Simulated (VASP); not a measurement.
# CdS (P6_3mc) in VASP: notebook

CdS is run at these levels: PBE; tasks: single point, relaxation of the atoms.

Everything below comes from runs of VASP 6.6.1. Logs are shortened: lines on timing, memory, paths and dates and some standing lists are left out, and cuts for length are marked.

## (1) The cell of the first run

It takes space group P6_3mc (No. 186, hexagonal). The conventional cell has a = 4.207 Å, b = 4.207 Å, c = 6.761 Å, α = 90.00°, β = 90.00°, γ = 120.00°. Within 3.4 Å of Cd (site symmetry 3m) lie 4 S at 2.56 Å. S (site symmetry 3m) has 4 Cd at 2.56 Å within 3.4 Å.

## (2) Single point, PBE (strained cell)

INCAR

```
PREC = Accurate
ENCUT = 500
EDIFF = 1E-6
ISMEAR = 0
SIGMA = 0.02
LREAL = F
LASPH = T
NELM = 120
ALGO = Normal
ISIF = 2
LWAVE = F
LCHARG = F
GGA = PE
NBANDS = 26
GGA_COMPAT = F
```

KPOINTS

```
Automatic mesh
0
Gamma
  6 6 4
```

POSCAR

```
CdS
1.0
    4.2071489642      0.0000000000      0.0000000000
   -2.1035744821      3.6434978805      0.0000000000
    0.0000000000      0.0000000000      6.7614101763
Cd S
2 2
Direct
    0.3333333333      0.6666666667     -0.0011488030
    0.6666666667      0.3333333333      0.4988511970
    0.3333333333      0.6666666667      0.3781488030
    0.6666666667      0.3333333333      0.8781488030
```

Potentials or basis: VASP PAW PBE potentials, release 64 (Cd, S).

Started as:

```
cat potpaw_PBE.64/Cd/POTCAR potpaw_PBE.64/S/POTCAR > POTCAR
mpirun -np 1 vasp_std > vasp.out
```

OUTCAR:

```text
PREC = Accurate
   ENCUT = 500
   EDIFF = 1E-6
   ISMEAR = 0
   LREAL = F
   LASPH = T
   NELM = 120
   ISIF = 2
   GGA = PE

 ion  position               nearest neighbor table
   1  0.333  0.667  0.999-   4 2.56   4 2.56   4 2.56   3 2.56
   2  0.667  0.333  0.499-   3 2.56   3 2.56   3 2.56   4 2.56
   3  0.333  0.667  0.378-   2 2.56   2 2.56   2 2.56   1 2.56
   4  0.667  0.333  0.878-   1 2.56   1 2.56   1 2.56   2 2.56

  LATTYP: Found a hexagonal cell.
 ALAT       =     4.2071489642
 C/A-ratio  =     1.6071240248

  Lattice vectors:

 A1 = (   4.2071489642,   0.0000000000,   0.0000000000)
 A2 = (  -2.1035744821,   3.6434978805,   0.0000000000)
 A3 = (   0.0000000000,   0.0000000000,   6.7614101763)

Analysis of symmetry for initial positions (statically):
=====================================================================
 Subroutine PRICEL returns:
 Original cell was already a primitive cell.

 Routine SETGRP: Setting up the symmetry group for a
 hexagonal supercell.

 Subroutine GETGRP returns: Found 12 space group operations
 (whereof  6 operations were pure point group operations)
 out of a pool of 24 trial point group operations.

The static configuration has the point symmetry C_3v.
 The point group associated with its full space group is C_6v.

Analysis of symmetry for dynamics (positions and initial velocities):
=====================================================================
 Subroutine PRICEL returns:
 Original cell was already a primitive cell.

 Routine SETGRP: Setting up the symmetry group for a
 hexagonal supercell.

 Subroutine GETGRP returns: Found 12 space group operations
 (whereof  6 operations were pure point group operations)
 out of a pool of 24 trial point group operations.

The dynamic configuration has the point symmetry C_3v.
 The point group associated with its full space group is C_6v.

 Subroutine INISYM returns: Found 12 space group operations
 (whereof  6 operations are pure point group operations),
 and found     1 'primitive' translations

----------------------------------------------------------------------------------------

                                     Primitive cell

  volume of cell :     103.6439

  direct lattice vectors                    reciprocal lattice vectors
     4.207148964  0.000000000  0.000000000     0.237690657  0.137230765  0.000000000
    -2.103574482  3.643497881  0.000000000     0.000000000  0.274461529  0.000000000
     0.000000000  0.000000000  6.761410176     0.000000000  0.000000000  0.147898142

  length of vectors
     4.207148964  4.207148964  6.761410176     0.274461529  0.274461529  0.147898142

  position of ions in fractional coordinates (direct lattice)
     0.333333333  0.666666667  0.998851197
     0.666666667  0.333333333  0.498851197
     0.333333333  0.666666667  0.378148803
     0.666666667  0.333333333  0.878148803

  ion indices of the primitive-cell ions
   primitive index   ion index
                 1           1
                 2           2
                 3           3
                 4           4

----------------------------------------------------------------------------------------

 KPOINTS: Automatic mesh

Automatic generation of k-mesh.
 Grid dimensions read from file:
 generate k-points for:    6    6    4

 Generating k-lattice:

  Cartesian coordinates                     Fractional coordinates (reciprocal lattice)
     0.039615109  0.022871794  0.000000000     0.166666667 -0.000000000  0.000000000
     0.000000000  0.045743588  0.000000000     0.000000000  0.166666667  0.000000000
     0.000000000  0.000000000  0.036974535     0.000000000  0.000000000  0.250000000

  Length of vectors
     0.045743588  0.045743588  0.036974535

  Shift w.r.t. Gamma in fractional coordinates (k-lattice)
     0.000000000  0.000000000  0.000000000

 Subroutine IBZKPT returns following result:
 ===========================================

 Found     21 irreducible k-points:

 Following reciprocal coordinates:
            Coordinates               Weight
  0.000000  0.000000  0.000000      1.000000
  0.166667  0.000000  0.000000      6.000000
  0.333333  0.000000  0.000000      6.000000
  0.500000  0.000000  0.000000      3.000000
  0.166667  0.166667  0.000000      6.000000
  0.333333  0.166667  0.000000     12.000000
[... 13 lines left out ...]
  0.333333  0.166667  0.500000     12.000000
  0.333333  0.333333  0.500000      2.000000
   k-points           NKPTS =     21   k-points in BZ     NKDIM =     21   number of bands    NBANDS=     26
   number of dos      NEDOS =    301   number of ions     NIONS =      4
   total plane-waves  NPLWV =  51200
   dimension x,y,z NGX =    32 NGY =   32 NGZ =   50
   dimension x,y,z NGXF=    64 NGYF=   64 NGZF=  100
   ions per type =               2   2
   NGX,Y,Z   is equivalent  to a cutoff of  12.64, 12.64, 12.29 a.u.
   NGXF,Y,Z  is equivalent  to a cutoff of  25.29, 25.29, 24.59 a.u.
 SYSTEM =  unknown system
   PREC   = accura    normal or accurate (medium, high low for compatibility)
   ISTART =      0    job   : 0-new  1-cont  2-samecut
   ICHARG =      2    charge: 1-file 2-atom 10-const
   ISPIN  =      1    spin polarized calculation?
   LNONCOLLINEAR =      F non collinear calculations
   LSORBIT =      F    spin-orbit coupling
   LASPH  =      T    aspherical Exc in radial PAW
   ENCUT  =  500.0 eV  36.75 Ry    6.06 a.u.   7.67  7.67 12.33*2*pi/ulx,y,z
   NELM   =    120;   NELMIN=  2; NELMDL= -5     # of ELM steps
   EDIFF  = 0.1E-05   stopping-criterion for ELM
   LREAL  =      F    real-space projection
   EDIFFG = 0.1E-04   stopping-criterion for IOM
   NSW    =      0    number of steps for IOM
   IBRION =     -1    ionic relax: 0-MD 1-quasi-New 2-CG
   NFREE  =      0    steps in history (QN), initial steepest desc. (CG)
   ISIF   =      2    stress and relaxation
   ISYM   =      2    0-nonsym 1-usesym 2-fastsym
   POTIM  = 0.5000    time-step for ionic-motion
   TEBEG  =    0.0;   TEEND  =   0.0 temperature during run
   PSTRESS=    0.0 pullay stress
   NELECT =      36.0000    total number of electrons
   NUPDOWN=      -1.0000    fix difference up-down
   EMIN   =  10.00;   EMAX   =-10.00  energy-range for DOS
   EFERMI =   0.00;   METHOD = LEGACY
   ISMEAR =     0;   SIGMA  =   0.02  broadening in eV -4-tet -1-fermi 0-gaus
   EFERMI_NEDOS =   21; number of points for ismear=-14 and -15
   IALGO  =     38    algorithm
   IMIX   =      4    mixing-type and parameters
     AMIX     =   0.40;   BMIX     =  1.00
     AMIX_MAG =   1.60;   BMIX_MAG =  1.00
  volume/ion in A,a.u.               =      25.91       174.86
  Fermi-wavevector in a.u.,A,eV,Ry     =   1.150786  2.174670 18.018299  1.324308
  Thomas-Fermi vector in A             =   2.287447
   LORBIT       =      0    0 simple, 1 ext, 2 COOP (PROOUT), +10 PAW based schemes
   GGA     = PE    functional components
   LHFCALC =     F    Hartree Fock is set to
   AEXX    =    0.0000 exact exchange contribution
   IVDW    =     0    specifies the selected vdW correction
   LEPSILON=     F    determine dielectric tensor
   LRPA    =     F    only Hartree local field effects (RPA)
 non-spin polarized calculation
 Gauss-broadening in eV      SIGMA  =   0.02
  energy-cutoff  :      500.00
  volume of cell :      103.64
 maximum number of plane-waves:      2659
 NGX is ok and might be reduce to    32
   NGX = 15   NGY = 15   NGZ = 25

 number of electron      36.0000001 magnetization

 Free energy of the ion-electron system (eV)
  ---------------------------------------------------
  ext. energy  EPLUGINS =         0.00000000
  ---------------------------------------------------
  free energy    TOTEN  =       -12.29428207 eV

  energy without entropy =      -12.29428207  energy(sigma->0) =      -12.29428207

 E-fermi :   1.0605     XC(G=0):  -8.9404

 val. band max:        0.9373326807   @ k =   0.0000   0.0000   0.0000
 cond. band min:       2.0807931455   @ k =   0.0000   0.0000   0.0000
 fundamental gap:      1.1434604648
 Fermi energy:         1.0604931539

 k-point     1 :       0.0000    0.0000    0.0000
  band No.  band energies     occupation
      1     -11.1640      2.00000
      2     -10.7649      2.00000
      3      -6.6066      2.00000
      4      -6.6066      2.00000
      5      -6.6058      2.00000
      6      -6.5317      2.00000
[... 18 lines left out ...]
     25       8.4676      0.00000
     26       8.5998      0.00000

 k-point     2 :       0.1667    0.0000    0.0000
  band No.  band energies     occupation
      1     -11.0783      2.00000
      2     -10.7290      2.00000
      3      -6.5817      2.00000
      4      -6.5726      2.00000
      5      -6.5332      2.00000
      6      -6.4881      2.00000
[... 18 lines left out ...]
     25       8.4481      0.00000
     26       9.0206      0.00000

 k-point     3 :       0.3333    0.0000    0.0000
  band No.  band energies     occupation
      1     -10.8930      2.00000
      2     -10.6700      2.00000
      3      -6.5338      2.00000
      4      -6.5198      2.00000
      5      -6.4030      2.00000
      6      -6.3865      2.00000
[... 18 lines left out ...]
     25       9.2674      0.00000
     26       9.6974      0.00000

 k-point     4 :       0.5000    0.0000    0.0000
  band No.  band energies     occupation
      1     -10.7830      2.00000
      2     -10.6576      2.00000
      3      -6.5195      2.00000
      4      -6.5033      2.00000
      5      -6.3405      2.00000
      6      -6.3326      2.00000
[... 18 lines left out ...]
     25       9.3881      0.00000
     26      10.8439      0.00000
[... 409 lines left out ...]
      1     -10.8037      2.00000
      2     -10.8037      2.00000
      3      -6.4945      2.00000
      4      -6.4945      2.00000
      5      -6.4701      2.00000
      6      -6.4701      2.00000
[... 18 lines left out ...]
     25       8.8985      0.00000
     26       8.8985      0.00000

 k-point    20 :       0.3333    0.1667    0.5000
  band No.  band energies     occupation
      1     -10.7109      2.00000
      2     -10.7109      2.00000
      3      -6.4691      2.00000
      4      -6.4691      2.00000
      5      -6.4250      2.00000
      6      -6.4250      2.00000
[... 18 lines left out ...]
     25       9.3464      0.00000
     26       9.3464      0.00000

 k-point    21 :       0.3333    0.3333    0.5000
  band No.  band energies     occupation
      1     -10.6810      2.00000
      2     -10.6810      2.00000
      3      -6.4436      2.00000
      4      -6.4436      2.00000
      5      -6.4221      2.00000
      6      -6.4221      2.00000
[... 18 lines left out ...]
     25      10.2772      0.00000
     26      10.2799      0.00000

------------------------ aborting loop because EDIFF is reached ----------------------------------------

  FORCE on cell =-STRESS in cart. coord.  units (eV):
  Direction    XX          YY          ZZ          XY          YZ          ZX
  --------------------------------------------------------------------------------------
  -------------------------------------------------------------------------------------
  Total        0.2281211      0.2281211      0.6083527      0.0000000      0.0000000      0.0000000
  in kB        3.5264068      3.5264068      9.4042106      0.0000000      0.0000000      0.0000000
  external PRESSURE =       5.4856747 kB  Pullay stress =       0.0000000 kB

 VOLUME and BASIS-vectors are now :
 -----------------------------------------------------------------------------
  energy-cutoff  :      500.00
  volume of cell :      103.64
      direct lattice vectors                 reciprocal lattice vectors
     4.207148964  0.000000000  0.000000000     0.237690657  0.137230765  0.000000000
    -2.103574482  3.643497881  0.000000000     0.000000000  0.274461529  0.000000000
     0.000000000  0.000000000  6.761410176     0.000000000  0.000000000  0.147898142

 POSITION                                       TOTAL-FORCE (eV/Angst)
 -----------------------------------------------------------------------------------
     -0.00000      2.42900      6.75364         0.000000      0.000000     -0.001538
      2.10357      1.21450      3.37294         0.000000     -0.000000     -0.001538
     -0.00000      2.42900      2.55682        -0.000000      0.000000      0.001538
      2.10357      1.21450      5.93752         0.000000     -0.000000      0.001538
 -----------------------------------------------------------------------------------
    total drift:                               -0.000000      0.000000     -0.001160

  FREE ENERGIE OF THE ION-ELECTRON SYSTEM (eV)
  ---------------------------------------------------
  free  energy   TOTEN  =       -12.2942820745 eV

  energy  without entropy=      -12.2942820745  energy(sigma->0) =      -12.29428207
```

It took 84 s on 1 thread of Intel Xeon 8259CL, shared host; peak memory 0.23 GiB.

Results:

| Quantity | Value |
| --- | --- |
| Free energy | -12.2943 eV |
| Pressure | 0.5 GPa |
| Band gap on the k mesh | 1.14 eV |

Stress tensor (GPa, compression positive):
```
0.35 0.00 0.00
0.00 0.35 0.00
0.00 0.00 0.94
```

Caveat: the cell differs from its parent crystal (strained cell).

(Part 1 of 2 ends here.)
